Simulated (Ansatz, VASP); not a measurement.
One calculation of ZrC, two programs

```
Zr C
1.0
     0.00000    2.36500    2.36500
     2.36500    0.00000    2.36500
     2.36500    2.36500    0.00000
Zr C
1 1
Direct
  0.50000 0.50000 0.50000
  0.00000 0.00000 0.00000
```

Alike in both runs: task relaxation of cell and atoms; functional PBE; dispersion D3(BJ); k mesh 12 × 12 × 12; no spin polarisation.

```csv
,VASP,Ansatz
version,VASP 6.6.1,Ansatz 0.2.0
potentials or method,"VASP PAW PBE potentials, release 64 (Zr_sv, C), cutoff 600 eV","plane waves, PAW"
occupations,"methfessel-paxton of order 1, width 0.1 eV","cold, width 0.1 eV"
valence electrons in the cell,16,16
```

```csv
,VASP,Ansatz,Ansatz less VASP
relaxed volume (Å³/atom),12.77,12.76,-0.016
relaxed length of the cell vector where the two differ most in proportion (Å),3.306,3.305,-0.0014
```
